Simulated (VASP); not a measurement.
# Al (P4/nmm) in VASP: further runs

The runs below take Al through single point, with r2SCAN.

Program: VASP 6.6.1. These are calculated values, not measurements. Logs are shortened: lines on timing, memory, paths and dates and some standing lists are left out, and cuts for length are marked.

**1. The cell of the first run**

The structure is tetragonal, space group P4/nmm (No. 129). The conventional cell has a = 3.189 Å, b = 3.189 Å, c = 3.189 Å, α = 90.00°, β = 90.00°, γ = 90.00°. Within 3.5 Å of Al (site symmetry 4mm) lie 14 Al at 2.65 to 3.19 Å.

**2. Single point, r2SCAN (atoms displaced along a vibrational mode)**

POSCAR reads:

```
Al
1.0
    0.0000000000     -3.1887371512      0.0000000000
   -3.1887371512      0.0000000000      0.0000000000
    0.0000000000      0.0000000000     -3.1887371512
Al
2
Direct
    0.5000000000      0.5000000000      0.4670716039
    0.0000000000      0.0000000000      0.0329283961
```

INCAR.step1 reads:

```
SYSTEM = Al
PREC     = Accurate       ! precision mode
ENCUT    = 520            ! plane-wave cutoff, eV
ISMEAR   = 0              ! smearing method
SIGMA    = 0.15           ! smearing width, eV
LREAL    = .FALSE.        ! projectors in reciprocal space
LASPH    = .TRUE.         ! aspherical terms in the spheres
NELM     = 100            ! most SCF steps
NBANDS   = 10             ! bands
GGA      = PE             ! functional
ALGO     = Normal         ! electronic algorithm
EDIFF    = 1E-4           ! SCF threshold, eV
LWAVE    = .TRUE.         ! write WAVECAR
LCHARG   = .FALSE.        ! write CHGCAR
```

INCAR.step2 reads:

```
SYSTEM = Al
PREC     = Accurate       ! precision mode
ENCUT    = 520            ! plane-wave cutoff, eV
EDIFF    = 1E-7           ! SCF threshold, eV
ISMEAR   = 0              ! smearing method
SIGMA    = 0.15           ! smearing width, eV
LREAL    = .FALSE.        ! projectors in reciprocal space
LASPH    = .TRUE.         ! aspherical terms in the spheres
NELM     = 100            ! most SCF steps
ALGO     = Normal         ! electronic algorithm
ISIF     = 2              ! what is computed and relaxed
LWAVE    = .FALSE.        ! write WAVECAR
LCHARG   = .FALSE.        ! write CHGCAR
METAGGA  = R2SCAN         ! meta-GGA
LMIXTAU  = .TRUE.       
NBANDS   = 10             ! bands
ISTART   = 1
```

KPOINTS reads:

```
Automatic mesh
0
G
  18 18 18
  0 0 0
```

Potentials or basis: VASP PAW PBE potentials, release 64 (Al).

The run is started by

```
$ cat potpaw_PBE.64/Al/POTCAR > POTCAR
$ cp INCAR.step1 INCAR
$ mpirun -np 1 vasp_std > vasp.out
$ cp INCAR.step2 INCAR
$ mpirun -np 1 vasp_std > vasp.out
```

OUTCAR:

```text
SYSTEM = Al
   PREC = Accurate
   ENCUT = 520
   EDIFF = 1E-7
   ISMEAR = 0
   LREAL = .FALSE.
   LASPH = .TRUE.
   NELM = 100
   ISIF = 2
   METAGGA = R2SCAN
   ISTART = 1

 ion  position               nearest neighbor table
   1  0.500  0.500  0.467-   2 2.65   2 2.65   2 2.65   2 2.65   2 2.89   2 2.89   2 2.89   2 2.89

   2  0.000  0.000  0.033-   1 2.65   1 2.65   1 2.65   1 2.65   1 2.89   1 2.89   1 2.89   1 2.89

  LATTYP: Found a simple cubic cell.
 ALAT       =     3.1887371512

  Lattice vectors:

 A1 = (   0.0000000000,  -3.1887371512,   0.0000000000)
 A2 = (  -3.1887371512,   0.0000000000,   0.0000000000)
 A3 = (   0.0000000000,   0.0000000000,  -3.1887371512)

Analysis of symmetry for initial positions (statically):
=====================================================================
 Subroutine PRICEL returns:
 Original cell was already a primitive cell.

 Routine SETGRP: Setting up the symmetry group for a
 simple cubic supercell.

 Subroutine GETGRP returns: Found 16 space group operations
 (whereof  8 operations were pure point group operations)
 out of a pool of 48 trial point group operations.

The static configuration has the point symmetry C_4v.
 The point group associated with its full space group is D_4h.

Analysis of symmetry for dynamics (positions and initial velocities):
=====================================================================
 Subroutine PRICEL returns:
 Original cell was already a primitive cell.

 Routine SETGRP: Setting up the symmetry group for a
 simple cubic supercell.

 Subroutine GETGRP returns: Found 16 space group operations
 (whereof  8 operations were pure point group operations)
 out of a pool of 48 trial point group operations.

The dynamic configuration has the point symmetry C_4v.
 The point group associated with its full space group is D_4h.

 Subroutine INISYM returns: Found 16 space group operations
 (whereof  8 operations are pure point group operations),
 and found     1 'primitive' translations

----------------------------------------------------------------------------------------

                                     Primitive cell

  volume of cell :      32.4232

  direct lattice vectors                    reciprocal lattice vectors
     0.000000000 -3.188737151  0.000000000     0.000000000 -0.313603772  0.000000000
    -3.188737151  0.000000000  0.000000000    -0.313603772  0.000000000  0.000000000
     0.000000000  0.000000000 -3.188737151     0.000000000  0.000000000 -0.313603772

  length of vectors
     3.188737151  3.188737151  3.188737151     0.313603772  0.313603772  0.313603772

  position of ions in fractional coordinates (direct lattice)
     0.500000000  0.500000000  0.467071604
     0.000000000  0.000000000  0.032928396

  ion indices of the primitive-cell ions
   primitive index   ion index
                 1           1
                 2           2

----------------------------------------------------------------------------------------

 KPOINTS: Automatic mesh

Automatic generation of k-mesh.
 Grid dimensions read from file:
 generate k-points for:   18   18   18

 Generating k-lattice:

  Cartesian coordinates                     Fractional coordinates (reciprocal lattice)
     0.000000000 -0.017422432  0.000000000     0.055555556  0.000000000  0.000000000
    -0.017422432  0.000000000  0.000000000     0.000000000  0.055555556  0.000000000
     0.000000000  0.000000000 -0.017422432     0.000000000  0.000000000  0.055555556

  Length of vectors
     0.017422432  0.017422432  0.017422432

  Shift w.r.t. Gamma in fractional coordinates (k-lattice)
     0.000000000  0.000000000  0.000000000

 Subroutine IBZKPT returns following result:
 ===========================================

 Found    550 irreducible k-points:

 Following reciprocal coordinates:
            Coordinates               Weight
  0.000000  0.000000  0.000000      1.000000
  0.055556  0.000000  0.000000      4.000000
  0.000000  0.000000  0.055556      2.000000
  0.111111  0.000000  0.000000      4.000000
  0.000000  0.000000  0.111111      2.000000
  0.166667  0.000000  0.000000      4.000000
[... 16 lines left out ...]
  0.000000  0.111111  0.055556      8.000000
  0.055556  0.000000  0.111111      8.000000
 [... further k-points ...]
   k-points           NKPTS =    550   k-points in BZ     NKDIM =    550   number of bands    NBANDS=     10
   number of dos      NEDOS =    301   number of ions     NIONS =      2
   total plane-waves  NPLWV =  13824
   dimension x,y,z NGX =    24 NGY =   24 NGZ =   24
   dimension x,y,z NGXF=    48 NGYF=   48 NGZF=   48
   ions per type =               2
   NGX,Y,Z   is equivalent  to a cutoff of  12.51, 12.51, 12.51 a.u.
   NGXF,Y,Z  is equivalent  to a cutoff of  25.02, 25.02, 25.02 a.u.
 SYSTEM =  Al
   PREC   = accura    normal or accurate (medium, high low for compatibility)
   ISTART =      1    job   : 0-new  1-cont  2-samecut
   ICHARG =      0    charge: 1-file 2-atom 10-const
   ISPIN  =      1    spin polarized calculation?
   LNONCOLLINEAR =      F non collinear calculations
   LSORBIT =      F    spin-orbit coupling
   LASPH  =      T    aspherical Exc in radial PAW
   ENCUT  =  520.0 eV  38.22 Ry    6.18 a.u.   5.93  5.93  5.93*2*pi/ulx,y,z
   NELM   =    100;   NELMIN=  2; NELMDL=  0     # of ELM steps
   EDIFF  = 0.1E-06   stopping-criterion for ELM
   LREAL  =      F    real-space projection
   EDIFFG = 0.1E-05   stopping-criterion for IOM
   NSW    =      0    number of steps for IOM
   IBRION =     -1    ionic relax: 0-MD 1-quasi-New 2-CG
   NFREE  =      0    steps in history (QN), initial steepest desc. (CG)
   ISIF   =      2    stress and relaxation
   ISYM   =      2    0-nonsym 1-usesym 2-fastsym
   POTIM  = 0.5000    time-step for ionic-motion
   TEBEG  =    0.0;   TEEND  =   0.0 temperature during run
   PSTRESS=    0.0 pullay stress
   NELECT =       6.0000    total number of electrons
   NUPDOWN=      -1.0000    fix difference up-down
   EMIN   =  10.00;   EMAX   =-10.00  energy-range for DOS
   EFERMI =   0.00;   METHOD = LEGACY
   ISMEAR =     0;   SIGMA  =   0.15  broadening in eV -4-tet -1-fermi 0-gaus
   EFERMI_NEDOS =   21; number of points for ismear=-14 and -15
   IALGO  =     38    algorithm
   IMIX   =      4    mixing-type and parameters
     AMIX     =   0.40;   BMIX     =  1.00
     AMIX_MAG =   1.60;   BMIX_MAG =  1.00
  volume/ion in A,a.u.               =      16.21       109.40
  Fermi-wavevector in a.u.,A,eV,Ry     =   0.932910  1.762945 11.841443  0.870322
  Thomas-Fermi vector in A             =   2.059557
   LORBIT       =      0    0 simple, 1 ext, 2 COOP (PROOUT), +10 PAW based schemes
   METAGGA = R2SCAN    functional components
   LHFCALC =     F    Hartree Fock is set to
   AEXX    =    0.0000 exact exchange contribution
   IVDW    =     0    specifies the selected vdW correction
   LEPSILON=     F    determine dielectric tensor
   LRPA    =     F    only Hartree local field effects (RPA)
 non-spin polarized calculation
 Gauss-broadening in eV      SIGMA  =   0.15
  energy-cutoff  :      520.00
  volume of cell :       32.42
 maximum number of plane-waves:       912
 NGX is ok and might be reduce to    24
   NGX = 11   NGY = 11   NGZ = 11

 number of electron       6.0000000 magnetization

 Free energy of the ion-electron system (eV)
  ---------------------------------------------------
  ext. energy  EPLUGINS =         0.00000000
  ---------------------------------------------------
  free energy    TOTEN  =       -13.15353737 eV

  energy without entropy =      -13.14449619  energy(sigma->0) =      -13.14901678

 E-fermi :   8.2306     XC(G=0): -10.9822

 val. band max:        8.2295498880   @ k =   0.1667   0.0556   0.3333
 cond. band min:       8.2325444999   @ k =   0.3333   0.1667   0.1667
 fundamental gap:      0.0029946119
 Fermi energy:         8.2305798642

 k-point     1 :       0.0000    0.0000    0.0000
  band No.  band energies     occupation
      1      -3.7874      2.00000
      2      10.2049      0.00000
      3      10.2049      0.00000
      4      10.3156      0.00000
      5      11.1087      0.00000
      6      11.1192      0.00000
      7      14.8176      0.00000
      8      22.2363      0.00000
      9      22.5053      0.00000
     10      22.5053      0.00000

 k-point     2 :       0.0556    0.0000    0.0000
  band No.  band energies     occupation
      1      -3.7396      2.00000
      2       9.2093      0.00000
      3      10.2464      0.00000
      4      10.3573      0.00000
      5      11.1646      0.00000
      6      11.9954      0.00000
      7      15.0464      0.00000
      8      21.6903      0.00000
      9      21.9633      0.00000
     10      22.5511      0.00000

 k-point     3 :       0.0000    0.0000    0.0556
  band No.  band energies     occupation
      1      -3.7398      2.00000
      2       9.2719      0.00000
      3      10.2461      0.00000
      4      10.2461      0.00000
      5      11.1561      0.00000
      6      12.0610      0.00000
      7      15.0366      0.00000
      8      21.8974      0.00000
      9      21.8974      0.00000
     10      22.2811      0.00000

 k-point     4 :       0.1111    0.0000    0.0000
  band No.  band energies     occupation
      1      -3.5963      2.00000
      2       7.8661      1.99941
      3      10.3710      0.00000
      4      10.4822      0.00000
      5      11.3086      0.00000
      6      12.9322      0.00000
      7      15.8005      0.00000
      8      20.6252      0.00000
      9      20.9069      0.00000
     10      22.6885      0.00000

 k-point     5 :       0.0000    0.0000    0.1111
  band No.  band energies     occupation
      1      -3.5971      2.00000
      2       7.9140      1.99717
      3      10.3695      0.00000
      4      10.3695      0.00000
      5      11.2981      0.00000
      6      13.0304      0.00000
      7      15.7727      0.00000
      8      20.7843      0.00000
      9      20.7843      0.00000
     10      22.4148      0.00000

 k-point     6 :       0.1667    0.0000    0.0000
  band No.  band energies     occupation
      1      -3.3578      2.00000
      2       6.5390      2.00000
      3      10.5788      0.00000
      4      10.6904      0.00000
      5      11.5485      0.00000
      6      13.5697      0.00000
      7      17.0454      0.00000
      8      19.4634      0.00000
      9      19.7807      0.00000
     10      21.8278      0.00000
[... 183 lines left out ...]
 k-point    21 :       0.0000    0.0556    0.0556
  band No.  band energies     occupation
      1      -3.6920      2.00000
      2       9.1057      0.00000
      3       9.5047      0.00000
      4      10.2876      0.00000
      5      11.6853      0.00000
      6      12.4487      0.00000
      7      15.2335      0.00000
      8      21.3324      0.00000
      9      21.7000      0.00000
     10      21.9913      0.00000

 k-point    22 :       0.1111    0.0556    0.0000
  band No.  band energies     occupation
      1      -3.5486      2.00000
      2       7.8888      1.99873
      3       9.4637      0.00000
      4      10.5238      0.00000
      5      11.8888      0.00000
      6      13.3238      0.00000
      7      15.9189      0.00000
      8      20.0232      0.00000
      9      20.9491      0.00000
     10      22.1589      0.00000

 k-point    23 :       0.0000    0.1111    0.0556
  band No.  band energies     occupation
      1      -3.5488      2.00000
      2       7.8917      1.99860
      3       9.5185      0.00000
      4      10.4122      0.00000
      5      11.9480      0.00000
      6      13.3214      0.00000
      7      15.9121      0.00000
      8      20.2397      0.00000
      9      20.6643      0.00000
     10      22.1026      0.00000

 k-point    24 :       0.0556    0.0000    0.1111
  band No.  band energies     occupation
      1      -3.5494      2.00000
      2       7.9379      1.99421
      3       9.4542      0.00000
      4      10.4110      0.00000
      5      11.9152      0.00000
      6      13.3904      0.00000
      7      15.8906      0.00000
      8      20.1853      0.00000
      9      20.8217      0.00000
     10      21.8916      0.00000

 [... further k-points ...]

------------------------ aborting loop because EDIFF is reached ----------------------------------------

  FORCE on cell =-STRESS in cart. coord.  units (eV):
  Direction    XX          YY          ZZ          XY          YZ          ZX
  --------------------------------------------------------------------------------------
  -------------------------------------------------------------------------------------
  Total        0.3696742      0.3696742     -0.0827912      0.0000000      0.0000000      0.0000000
  in kB       18.2672649     18.2672649     -4.0910848      0.0000000      0.0000000      0.0000000
  external PRESSURE =      10.8144816 kB  Pullay stress =       0.0000000 kB

 VOLUME and BASIS-vectors are now :
 -----------------------------------------------------------------------------
  energy-cutoff  :      520.00
  volume of cell :       32.42
      direct lattice vectors                 reciprocal lattice vectors
     0.000000000 -3.188737151  0.000000000     0.000000000 -0.313603772  0.000000000
    -3.188737151  0.000000000  0.000000000    -0.313603772  0.000000000  0.000000000
     0.000000000  0.000000000 -3.188737151     0.000000000  0.000000000 -0.313603772

 POSITION                                       TOTAL-FORCE (eV/Angst)
 -----------------------------------------------------------------------------------
     -1.59437     -1.59437     -1.48937        -0.000000      0.000000     -0.958716
      0.00000      0.00000     -0.10500         0.000000     -0.000000      0.958716
 -----------------------------------------------------------------------------------
    total drift:                               -0.000000      0.000000      0.000000

  FREE ENERGIE OF THE ION-ELECTRON SYSTEM (eV)
  ---------------------------------------------------
  free  energy   TOTEN  =       -13.1535373699 eV

  energy  without entropy=      -13.1444961871  energy(sigma->0) =      -13.14901678
```

Wall time 4 min (1 thread of Intel Xeon Platinum 8259CL at 2.50GHz (Skylake/Cascade Lake), shared host); peak memory 0.25 GiB.

Results:

| Quantity | Value |
| --- | --- |
| Free energy | -13.1535 eV |
| Pressure | 1.1 GPa |
| Largest force | 0.959 eV/Å |
| Band gap on the k mesh | zero (bands 3 and 4 overlap by 9.40 eV) |

Forces in eV/Å, atoms in the order of the input:
```
Al   0.000  0.000 -0.959
Al   0.000  0.000  0.959
```

Stress tensor (GPa, compression positive):
```
 1.83  0.00  0.00
 0.00  1.83  0.00
 0.00  0.00 -0.41
```

Caveat: the cell differs from its parent crystal (atoms displaced along a vibrational mode); the PAW data sets were made with another functional, which shifts forces and pressure a little.

**3. Single point, r2SCAN (atoms displaced along a vibrational mode)**

POSCAR reads:

```
Al
1.0
    0.0000000000     -3.1887371512      0.0000000000
   -3.1887371512      0.0000000000      0.0000000000
    0.0000000000      0.0000000000     -3.1887371512
Al
2
Direct
    0.5000000000      0.5000000000      0.4764797171
    0.0000000000      0.0000000000      0.0235202829
```

INCAR.step1 reads:

```
ALGO = Normal ; EDIFF = 1E-4
ENCUT = 520 ; GGA = PE
ISMEAR = 0 ; LASPH = True
LCHARG = False ; LREAL = False
LWAVE = True ; NBANDS = 10
NELM = 80 ; PREC = Accurate
SIGMA = 0.15
```

INCAR.step2 reads:

```
ALGO = Normal ; EDIFF = 1E-7
ENCUT = 520 ; ISIF = 2
ISMEAR = 0 ; ISTART = 1
LASPH = True ; LCHARG = True
LELF = True ; LMIXTAU = True
LREAL = False ; LVHAR = True
LWAVE = False ; METAGGA = R2SCAN
NBANDS = 10 ; NELM = 80
PREC = Accurate ; SIGMA = 0.15
```

KPOINTS reads:

```
k-points
0
Gamma
  18 18 18
```

Potentials or basis: VASP PAW PBE potentials, release 64 (Al).

The run is started by

```
$ cat potpaw_PBE.64/Al/POTCAR > POTCAR
$ cp INCAR.step1 INCAR
$ mpirun -np 1 vasp_std > vasp.out
$ cp INCAR.step2 INCAR
$ mpirun -np 1 vasp_std > vasp.out
```

Run time: 4.2 min. Hardware: 1 thread of Intel Xeon Platinum 8259CL at 2.50GHz (Skylake/Cascade Lake), shared host; peak memory 0.25 GiB.

Results (log left out):

* Free energy: -13.2029 eV
* Pressure: 0.4 GPa
* Largest force: 0.689 eV/Å
* Band gap on the k mesh: zero (bands 3 and 4 overlap by 9.42 eV)

Forces in eV/Å, atoms in the order of the input:
```
Al   0.000  0.000 -0.689
Al   0.000  0.000  0.689
```

Stress tensor (GPa, compression positive):
```
 0.74  0.00  0.00
 0.00  0.74  0.00
 0.00  0.00 -0.40
```

Levels at points of the mesh, in eV from the Fermi level:
```tsv
k point	band 1	band 2	band 3	band 4	band 5	band 6
(0.00, 0.00, 0.00)	-12.02	1.99	1.99	2.05	2.89	2.90
(0.50, 0.00, 0.00)	-8.19	-8.19	5.37	5.37	5.41	5.41
(0.00, 0.00, 0.50)	-8.44	-7.93	4.99	4.99	5.80	5.80
(0.50, 0.50, 0.00)	-4.82	-4.82	-4.05	-4.05	8.76	8.76
(0.00, 0.50, 0.50)	-4.89	-4.89	-3.97	-3.97	8.34	8.34
(0.50, 0.50, 0.50)	-1.59	-1.59	-1.21	-1.21	-0.81	-0.81
```

Caveat: the cell differs from its parent crystal (atoms displaced along a vibrational mode); the PAW data sets were made with another functional, which shifts forces and pressure a little.
